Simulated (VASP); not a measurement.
## Al2O3: single point with LDA

The system is Al2O3.

```
Al O
1.0
     4.61378    0.00000    0.00000
     0.00000    9.56328    0.00000
     0.00000    0.00000    3.11986
Al O
4 6
Direct
  0.98298 0.82457 0.00000
  0.01702 0.17543 0.00000
  0.48297 0.67543 0.50000
  0.51702 0.32457 0.50000
  0.50000 0.50000 0.50000
  0.12363 0.75305 0.50000
  0.37637 0.25305 0.00000
  0.62364 0.74695 0.00000
  0.00000 0.00000 0.00000
  0.87636 0.24695 0.50000
```

| Quantity | Value |
| --- | --- |
| Program | VASP 6.6.1 |
| Task | single point |
| Functional | LDA |
| Potentials or basis | VASP PAW LDA potentials, release 64 (Al, O) |
| Cutoff | 520 eV |
| k mesh | 6 × 3 × 9 |
| Occupations | fermi-dirac, width 0.05 eV |
| Spin | no spin polarisation |

* Pressure: -5.9 GPa
* Largest force: 0.194 eV/Å
* Band gap on the k mesh: 3.35 eV

Forces in eV/Å, atoms in the order of the input:
```
Al  -0.078 -0.056  0.000
Al   0.078  0.056  0.000
Al  -0.078  0.056  0.000
Al   0.078 -0.056  0.000
O    0.000  0.000  0.000
O    0.193  0.016  0.000
O   -0.193  0.016  0.000
O    0.193 -0.016  0.000
O    0.000  0.000  0.000
O   -0.193 -0.016  0.000
```

Stress tensor (GPa, compression positive):
```
-4.12  0.00  0.00
 0.00 -4.06  0.00
 0.00  0.00 -9.40
```

Levels at points of the mesh, in eV from the valence-band top:
```
           k point  band 20  band 21  band 22  band 23  band 24  band 25  band 26  band 27  band 28  band 29
(0.00, 0.00, 0.00)    -1.29    -1.06    -0.51    -0.06     0.00     3.35     4.92     5.87     6.64     6.82
(0.50, 0.00, 0.00)    -2.27    -0.89    -0.89    -0.02    -0.02     5.82     5.82     6.33     6.33     7.70
```

Wall time 4.6 min on 1 thread of Intel Xeon 8259CL, with other jobs on the host, peak memory 0.28 GiB.

Caveat: the cell stands under tension; an odd mesh through Γ misses points on the zone boundary, where band edges can lie.
